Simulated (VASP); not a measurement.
CuI: single point with SVWN5

The system is CuI.

```
CELL_PARAMETERS angstrom
0.00000 3.07139 3.07139
3.07139 0.00000 3.07139
3.07139 3.07139 0.00000
ATOMIC_POSITIONS crystal
I 0.00000 0.00000 0.00000
Cu 0.75000 0.75000 0.75000
```

* Program: VASP 6.6.1
* Task: single point
* Functional: SVWN5
* Potentials or basis: VASP PAW PBE potentials, release 64 (I, Cu)
* Cutoff: 520 eV
* k mesh: 8 × 8 × 8
* Occupations: fermi-dirac, width 0.05 eV
* Spin: no spin polarisation
* Dipole correction: no
* Further INCAR settings: ALGO = Normal; EDIFF = 1e-07; NBANDS = 16

```json
{"Pressure": "-5.5 GPa", "Band gap on the k mesh": "0.86 eV"}
```

Levels at points of the mesh, in eV from the valence-band top:
| k point | band 6 | band 7 | band 8 | band 9 | band 10 | band 11 | band 12 | band 13 |
| --- | --- | --- | --- | --- | --- | --- | --- | --- |
| (0.00, 0.00, 0.00) | -1.75 | 0.00 | 0.00 | 0.00 | 0.86 | 4.90 | 4.90 | 4.90 |
| (0.50, 0.00, 0.00) | -1.73 | -1.69 | -0.66 | -0.66 | 2.01 | 5.42 | 5.42 | 7.16 |
| (0.50, 0.50, 0.00) | -1.70 | -1.67 | -1.41 | -1.41 | 2.69 | 2.85 | 8.77 | 9.50 |

It took 12 s on 1 thread of Intel(R) Xeon(R) Platinum 8488C (Sapphire Rapids) (shared host), peak memory 0.17 GiB.

Caveat: the cell stands under tension; the PAW data sets were made with another functional, which shifts forces and pressure a little; spin-orbit coupling is left out, which moves the levels of the heavy elements.
